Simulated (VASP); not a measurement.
# BiTe (R-3m) in VASP: notebook, part 2 of 2

VASP 6.6.1. The steps go on from the part before.

**4. Single point, PBE**

This run uses another cell than the first one, of the same volume but with other edges.

File INCAR:

```
PREC     = Accurate       # precision mode
ENCUT    = 520            # plane-wave cutoff, eV
EDIFF    = 1E-7           # SCF threshold, eV
ISMEAR   = 0              # smearing method
SIGMA    = 0.15           # smearing width, eV
LREAL    = False          # projectors in reciprocal space
LASPH    = True           # aspherical terms in the spheres
NELM     = 100            # most SCF steps
ALGO     = Normal         # electronic algorithm
ISIF     = 2              # what is computed and relaxed
LWAVE    = False          # write WAVECAR
LCHARG   = True           # write CHGCAR
GGA      = PE             # functional
LELF     = True           # ELF
LVHAR    = True         
NBANDS   = 18             # bands
```

File KPOINTS:

```
regular mesh
0
Gamma
  12 12 12
```

File POSCAR:

```
BiTe
1.0
    2.6097828348      1.5067588222      2.8587555455
   -2.6097828348      1.5067588222      2.8587555455
    0.0000000000     -3.0135176444      2.8587555455
Bi Te
1 1
Direct
    0.5000000000      0.5000000000      0.5000000000
    0.0000000000      0.0000000000      0.0000000000
```

Potentials or basis: VASP PAW PBE potentials, release 64 (Bi_d, Te).

Run with:

```
cat potpaw_PBE.64/Bi_d/POTCAR potpaw_PBE.64/Te/POTCAR > POTCAR
mpirun -np 1 vasp_std > vasp.out
```

OUTCAR:

```text
PREC = Accurate
   ENCUT = 520
   EDIFF = 1E-7
   ISMEAR = 0
   LREAL = False
   LASPH = True
   NELM = 100
   ISIF = 2
   GGA = PE

 ion  position               nearest neighbor table
   1  0.500  0.500  0.500-   2 3.34   2 3.34   2 3.34   2 3.34   2 3.34   2 3.34
   2  0.000  0.000  0.000-   1 3.34   1 3.34   1 3.34   1 3.34   1 3.34   1 3.34

  LATTYP: Found a trigonal (rhomboedric) cell.
 ALAT       =     4.1537659855
 COS(alpha) =     0.2104953631

  Lattice vectors:

 A1 = (   2.6097828348,   1.5067588222,   2.8587555455)
 A2 = (  -2.6097828348,   1.5067588222,   2.8587555455)
 A3 = (   0.0000000000,  -3.0135176444,   2.8587555455)

Analysis of symmetry for initial positions (statically):
=====================================================================
 Subroutine PRICEL returns:
 Original cell was already a primitive cell.

 Routine SETGRP: Setting up the symmetry group for a
 trigonal (rhombohedral) supercell.

 Subroutine GETGRP returns: Found 12 space group operations
 (whereof 12 operations were pure point group operations)
 out of a pool of 12 trial point group operations.
[... 159 lines left out ...]
  free energy    TOTEN  =        -7.02486493 eV

  energy without entropy =       -7.00942367  energy(sigma->0) =       -7.01714430

 E-fermi :   6.4476     XC(G=0):  -9.5480

 val. band max:        6.4442607352   @ k =  -0.3333   0.3333   0.0833
 cond. band min:       6.4522606033   @ k =  -0.4167   0.2500   0.2500
 fundamental gap:      0.0079998681
 Fermi energy:         6.4475687590

 k-point     1 :       0.0000    0.0000    0.0000
  band No.  band energies     occupation
      1     -16.7442      2.00000
      2     -16.7442      2.00000
      3     -16.7242      2.00000
      4     -16.7242      2.00000
      5     -16.7059      2.00000
      6      -6.6554      2.00000
[... 481 lines left out ...]
      5     -16.7070      2.00000
      6      -4.9131      2.00000
[... 10 lines left out ...]
     17      15.4953      0.00000
     18      16.8034      0.00000

 [... further k-points ...]

------------------------ aborting loop because EDIFF is reached ----------------------------------------

  FORCE on cell =-STRESS in cart. coord.  units (eV):
  Direction    XX          YY          ZZ          XY          YZ          ZX
  --------------------------------------------------------------------------------------
  -------------------------------------------------------------------------------------
  Total       -1.7635513     -1.7635513      0.3032858      0.0000000     -0.0000000      0.0000000
  in kB      -41.8911524    -41.8911524      7.2042093      0.0000000     -0.0000000      0.0000000
  external PRESSURE =     -25.5260318 kB  Pullay stress =       0.0000000 kB

 VOLUME and BASIS-vectors are now :
 -----------------------------------------------------------------------------
  energy-cutoff  :      520.00
  volume of cell :       67.45
      direct lattice vectors                 reciprocal lattice vectors
     2.609782835  1.506758822  2.858755546     0.191586822  0.110612703  0.116600852
    -2.609782835  1.506758822  2.858755546    -0.191586822  0.110612703  0.116600852
     0.000000000 -3.013517644  2.858755546     0.000000000 -0.221225407  0.116600852

 POSITION                                       TOTAL-FORCE (eV/Angst)
 -----------------------------------------------------------------------------------
      0.00000      0.00000      4.28813         0.000000      0.000000      0.000000
      0.00000      0.00000      0.00000         0.000000     -0.000000     -0.000000
 -----------------------------------------------------------------------------------
    total drift:                               -0.000000      0.000000     -0.000000

  FREE ENERGIE OF THE ION-ELECTRON SYSTEM (eV)
  ---------------------------------------------------
  free  energy   TOTEN  =        -7.0248649338 eV

  energy  without entropy=       -7.0094236700  energy(sigma->0) =       -7.01714430
```

stdout:

```text
POSCAR found type information on POSCAR BiTe
 POSCAR found :  2 types and       2 ions
 scaLAPACK will be used
 LDA part: xc-table for (Slater+PW92), standard interpolation
 POSCAR, INCAR and KPOINTS ok, starting setup
 FFT: planning ... GRIDC
 FFT: planning ... GRID_SOFT
 FFT: planning ... GRID
 WAVECAR not read
 entering main loop
```

Run time: 3 min. Hardware: 1 thread of Intel Xeon 8259CL, shared host; peak memory 0.35 GiB.

Results:

```yaml
Free_energy: -7.0249 eV
Pressure: -2.6 GPa
Band_gap_on_the_k_mesh: zero (an odd number of electrons rules out a gap without spin polarisation)
```

Stress tensor (GPa, compression positive):
```
-4.19  0.00  0.00
 0.00 -4.19  0.00
 0.00  0.00  0.72
```

Caveat: spin-orbit coupling is left out, which moves the levels of the heavy elements.

**5. Single point, PBE**

This run uses another cell than the first one, of the same volume but with other edges.

File INCAR:

```
SYSTEM = BiTe
PREC = Accurate
ENCUT = 520
EDIFF = 1E-7
ISMEAR = 0
SIGMA = 0.15
LREAL = .False.
LASPH = .True.
NELM = 80
ALGO = Normal
ISIF = 2
LWAVE = .False.
LCHARG = .False.
GGA = PE
NBANDS = 18
```

File KPOINTS:

```
Automatic mesh
0
Gamma
  12 12 12
  0 0 0
```

File POSCAR:

```
BiTe
1.0
    2.2198310163      1.2816200348      3.9513539146
   -2.2198310163      1.2816200348      3.9513539146
    0.0000000000     -2.5632400697      3.9513539146
Bi Te
1 1
Direct
    0.5000000000      0.5000000000      0.5000000000
    0.0000000000      0.0000000000      0.0000000000
```

Run with:

```
cat potpaw_PBE.64/Bi_d/POTCAR potpaw_PBE.64/Te/POTCAR > POTCAR
mpirun -np 1 vasp_std > vasp.out
```

It took 3.3 min on 1 thread of Intel Xeon 8259CL, shared host; peak memory 0.37 GiB.

Results (log left out):

* Free energy: -7.1799 eV
* Pressure: 0.7 GPa
* Band gap on the k mesh: zero (an odd number of electrons rules out a gap without spin polarisation)

Levels at points of the mesh, in eV from the Fermi level:
| k point | band 7 | band 8 | band 9 | band 10 | band 11 | band 12 | band 13 | band 14 |
| --- | --- | --- | --- | --- | --- | --- | --- | --- |
| (0.00, 0.00, 0.00) | -8.18 | -3.09 | -2.27 | -2.27 | 2.08 | 2.08 | 2.39 | 4.11 |
| (0.50, 0.00, 0.00) | -11.22 | -2.21 | -1.87 | -1.66 | -1.21 | -0.67 | -0.57 | 6.95 |
| (0.50, 0.50, 0.00) | -9.97 | -5.68 | -4.29 | -3.74 | 2.25 | 3.42 | 3.62 | 4.83 |
| (0.50, 0.50, 0.50) | -11.43 | -1.65 | -1.65 | -1.28 | -0.43 | -0.28 | -0.28 | 7.05 |

Caveat: spin-orbit coupling is left out, which moves the levels of the heavy elements.

**6. Overview**

```csv
cell,gap on the mesh (eV),pressure (GPa)
"a = 4.297 Å, angles 69.7°, 2 atoms",none,-0.5
"a = 4.395 Å, angles 65.7°, 2 atoms",none,0.4
"a = 4.154 Å, angles 77.8°, 2 atoms",none,-2.6
"a = 4.710 Å, angles 56.2°, 2 atoms",none,0.7
```

Alike in all rows: task single point; level PBE; potentials or basis VASP PAW PBE potentials, release 64 (Bi_d, Te); no spin polarisation; k mesh 12 × 12 × 12; cutoff (eV) 520; smearing gaussian 0.15 eV.

Caveats: spin-orbit coupling is left out, which moves the levels of the heavy elements.

Total energies depend on the potentials used, so only differences within one code and one set of settings carry meaning.
